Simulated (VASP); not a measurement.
# Si12HO24 (a cell with a defect) in VASP: notebook, part 2 of 2

VASP 6.6.1. The steps go on from the part before.

## (3) Single point, PBEsol

Input file INCAR:

```
PREC = Accurate
ENCUT = 520
EDIFF = 1E-7
ISMEAR = 0
SIGMA = 0.05
LREAL = Auto
LASPH = T
NELM = 60
ALGO = Normal
ISIF = 2
LWAVE = F
LCHARG = F
GGA = PS
NELECT = 192.0
NBANDS = 120
```

Input file KPOINTS:

```
regular mesh
0
Gamma
  2 2 1
```

Input file POSCAR:

```
Si12HO24
1.0
   -2.4605000000      4.2617110000      5.4163000000
    4.9210000000      0.0000000000      5.4163000000
    4.9210000000      8.5234220000      0.0000000000
Si O H
12 24 1
Direct
    0.1505146750      0.6719473408      0.9156116877
    0.2925282419      0.8692326417      0.0760536438
    0.2558704167      0.2687203459      0.1375547510
    0.1809093776      0.6578272092      0.4109172384
    0.3123238639      0.8576886744      0.5774236012
    0.2631929041      0.2580872162      0.6299185976
    0.7008455324      0.1445850913      0.1685501601
    0.8337878216      0.3448662881      0.3309819221
    0.7507475557      0.7408286937      0.4053867101
    0.6922728040      0.1241121384      0.6580593595
    0.8407808223      0.3302409915      0.8231522417
    0.7318244112      0.7306847846      0.8905851474
    0.2753693378      0.4641377219      0.9984307934
    0.2117887319      0.0960378043      0.0917521752
    0.7535977022      0.3167890149      0.2046724483
    0.4689182683      0.1863814923      0.1799991131
    0.0733314343      0.3269635483      0.2755672697
    0.8376083501      0.1413022640      0.9872355917
    0.3045849254      0.4382424409      0.4824600453
    0.2138592679      0.0855958303      0.5893798323
    0.7504353027      0.2685014897      0.7237163441
    0.4511651038      0.1701654439      0.7026733428
    0.0710139027      0.3378442466      0.7574014265
    0.7851532091      0.1679601735      0.4799780928
    0.7905315607      0.9224743187      0.2552281891
    0.7185754865      0.5630593511      0.3590309311
    0.2303945172      0.8271829198      0.4553957370
    0.9435844041      0.6636495357      0.4730533264
    0.5542817212      0.8189057936      0.5277086639
    0.2486557911      0.7016414926      0.2305605000
    0.7814298284      0.8914293406      0.7315037299
    0.7035993076      0.5291406231      0.8718936268
    0.1586005428      0.8617869865      0.9708230209
    0.9154364799      0.6747409309      0.9656563483
    0.5278633604      0.8258402823     -0.0021744747
    0.2473274367      0.7058318899      0.7391030307
   -0.0312215293      0.0229111090      0.9817122145
```

Potentials or basis: VASP PAW PBE potentials, release 64 (Si, O, H).

The run is started by

```
$ cat potpaw_PBE.64/Si/POTCAR potpaw_PBE.64/O/POTCAR potpaw_PBE.64/H/POTCAR > POTCAR
$ mpirun -np 1 vasp_std > vasp.out
```

It took 5.1 min on 1 thread of Intel Xeon Platinum 8488C (Sapphire Rapids), shared host; peak memory 0.56 GiB.

The run converged. Its results:

```yaml
Free_energy: -302.7503 eV
Largest_force: 0.080 eV/Å
```

Forces on the atoms (eV/Å):
```
Si  -0.025  0.009  0.023
Si   0.000 -0.048  0.008
Si  -0.026  0.034  0.016
Si  -0.016  0.012  0.013
Si  -0.012  0.012 -0.021
Si   0.040  0.031  0.032
Si  -0.005 -0.076  0.012
Si  -0.006 -0.033 -0.004
Si   0.009  0.013 -0.004
Si   0.008  0.003  0.013
Si   0.027  0.011 -0.045
Si   0.026  0.020 -0.028
O   -0.016  0.018  0.001
O    0.022  0.001 -0.005
O    0.022  0.003  0.044
O    0.002 -0.012 -0.011
O    0.034  0.018  0.010
O    0.042 -0.016  0.016
O   -0.013 -0.010  0.012
O    0.012 -0.018 -0.022
O   -0.030 -0.022 -0.040
O   -0.011  0.019 -0.008
O   -0.023  0.023  0.037
O   -0.010 -0.010 -0.006
O   -0.041  0.044 -0.029
O    0.011 -0.013 -0.006
O   -0.004 -0.020  0.013
O   -0.002  0.017 -0.009
O    0.029 -0.007  0.008
O   -0.010 -0.004 -0.018
O   -0.020  0.017  0.010
O    0.024 -0.002 -0.010
O    0.046 -0.039 -0.014
O    0.000  0.008 -0.013
O   -0.012 -0.002  0.007
O   -0.007 -0.022  0.005
H   -0.066  0.043  0.015
```

Levels at points of the mesh, in eV from the Fermi level:
```csv
k point,band 94,band 95,band 96,band 97,band 98,band 99
"(0.00, 0.00, 0.00)",-0.59,-0.46,-0.44,5.25,7.55,7.64
"(0.50, 0.00, 0.00)",-0.56,-0.39,-0.28,6.44,6.68,7.55
"(0.00, 0.50, 0.00)",-0.50,-0.47,-0.32,6.44,6.74,7.54
"(0.50, 0.50, 0.00)",-0.48,-0.41,-0.31,6.91,7.27,7.53
```

Caveat: the k points lie up to 0.70 Å⁻¹ apart; the cell carries a net charge on a neutralising background, which shifts energy and pressure; the cell is charged against a uniform background, so pressure and absolute levels hang on convention; the PAW data sets were made with another functional, which shifts forces and pressure a little.

## (4) Single point, PBEsol

Input file INCAR:

```
SYSTEM = Si12HO24
PREC = Accurate
ENCUT = 520
EDIFF = 1E-6
ISMEAR = 0
SIGMA = 0.05
LREAL = Auto
LASPH = .True.
NELM = 60
ALGO = Normal
ISIF = 2
LWAVE = .False.
LCHARG = .True.
GGA = PS
LELF = .True.
LVHAR = .True.
NELECT = 192.0
NBANDS = 120
```

Input file KPOINTS:

```
Automatic mesh
0
Gamma
  2 2 1
  0 0 0
```

Input file POSCAR:

```
Si12HO24
1.0
   -2.4605000000      4.2617110000      5.4163000000
    4.9210000000      0.0000000000      5.4163000000
    4.9210000000      8.5234220000      0.0000000000
Si O H
12 24 1
Direct
    0.1841652172      0.6514947352      0.9073204481
    0.3177281285      0.8513559325      0.0710291641
    0.2509647828      0.2516473325      0.1321969773
    0.1718860548      0.6631836422      0.4111615393
    0.3136695392      0.8516388817      0.5750709133
    0.2726771405      0.2471808806      0.6383468788
    0.6753913425      0.1399840983      0.1638704837
    0.8157870674      0.3438896492      0.3225497085
    0.7459508734      0.7426935887      0.3926161297
    0.7054838616      0.1432117424      0.6544151711
    0.8186027164      0.3388603119      0.8325036352
    0.7565439712      0.7444376952      0.8933091939
    0.3018530108      0.4330193190      0.9864087104
    0.2140090689      0.0884455588      0.0681076447
    0.7171873826      0.3136074404      0.2089281327
    0.4376254332      0.1552783942      0.2067840684
    0.0537720938      0.3260333084      0.2540439598
    0.7668798018      0.1712587799      0.9837436083
    0.2746310027      0.4434265273      0.5035191305
    0.2203565139      0.0747438313      0.6026904711
    0.7734947873      0.3070050004      0.6950661080
    0.4616765352      0.1817407423      0.7068605815
    0.0803772663      0.2897792981      0.7971795037
    0.7813887636      0.1690399423      0.4769858762
    0.7875623376      0.9200631632      0.2416403790
    0.7078641067      0.5615556079      0.3538442365
    0.2165171957      0.8355017102      0.4556719455
    0.9366436748      0.6696118871      0.4619635573
    0.5526580771      0.8240956109      0.5158469208
    0.2594171748      0.6967606588      0.2319434580
    0.7996149666      0.9220213904      0.7433603664
    0.7305548548      0.5641208463      0.8440143336
    0.2320031091      0.8240752100      0.9491825933
    0.9462573336      0.6617307764      0.9648335742
    0.5583285466      0.8186921132      0.0157032107
    0.2600559820      0.6817524481      0.7285328077
    0.1281934378      0.2173705080      0.8914707750
```

The run is started by

```
$ cat potpaw_PBE.64/Si/POTCAR potpaw_PBE.64/O/POTCAR potpaw_PBE.64/H/POTCAR > POTCAR
$ mpirun -np 1 vasp_std > vasp.out
```

Wall time 5 min (1 thread of Intel Xeon Platinum 8488C (Sapphire Rapids), shared host); peak memory 0.57 GiB.

The run converged. Its results:

- Free energy: -302.6065 eV
- Largest force: 0.082 eV/Å

Forces on the atoms (eV/Å):
```
Si  -0.012 -0.003  0.005
Si   0.004  0.001 -0.014
Si   0.011  0.022  0.001
Si  -0.035  0.016 -0.013
Si   0.034 -0.015  0.008
Si   0.073 -0.002 -0.028
Si  -0.034 -0.012  0.007
Si   0.013 -0.011  0.003
Si   0.004  0.019 -0.002
Si  -0.005  0.014  0.024
Si  -0.025 -0.019  0.050
Si   0.000  0.001 -0.018
O   -0.022  0.008  0.009
O    0.009 -0.029  0.005
O    0.006 -0.011  0.007
O   -0.001  0.014 -0.006
O    0.011  0.000  0.002
O   -0.002  0.029 -0.037
O    0.010 -0.024  0.025
O   -0.013 -0.011 -0.035
O   -0.023 -0.045 -0.011
O   -0.009  0.032  0.000
O   -0.006 -0.052 -0.006
O   -0.019 -0.020 -0.003
O   -0.015  0.013  0.008
O    0.016 -0.003 -0.005
O    0.007 -0.019  0.012
O    0.002  0.007 -0.013
O    0.010  0.007  0.014
O   -0.009 -0.006 -0.004
O   -0.010  0.010 -0.001
O    0.034 -0.003  0.017
O    0.008 -0.019  0.010
O   -0.005  0.031 -0.006
O    0.014  0.003  0.009
O   -0.020 -0.007 -0.014
H    0.000  0.082  0.000
```

Levels at points of the mesh, in eV from the Fermi level:
```
           k point  band 92  band 93  band 94  band 95  band 96  band 97  band 98  band 99  band 100  band 101
(0.00, 0.00, 0.00)    -0.69    -0.65    -0.53    -0.45    -0.41     5.17     7.46     7.58      7.83      8.16
(0.50, 0.00, 0.00)    -0.69    -0.49    -0.44    -0.36    -0.29     6.29     6.62     7.47      7.89      8.00
(0.00, 0.50, 0.00)    -0.61    -0.59    -0.52    -0.43    -0.33     6.24     6.79     7.50      7.73      8.10
(0.50, 0.50, 0.00)    -0.62    -0.59    -0.48    -0.40    -0.29     6.68     7.22     7.49      7.61      7.71
```

Caveat: the k points lie up to 0.70 Å⁻¹ apart; the cell carries a net charge on a neutralising background, which shifts energy and pressure; the cell is charged against a uniform background, so pressure and absolute levels hang on convention; the PAW data sets were made with another functional, which shifts forces and pressure a little.
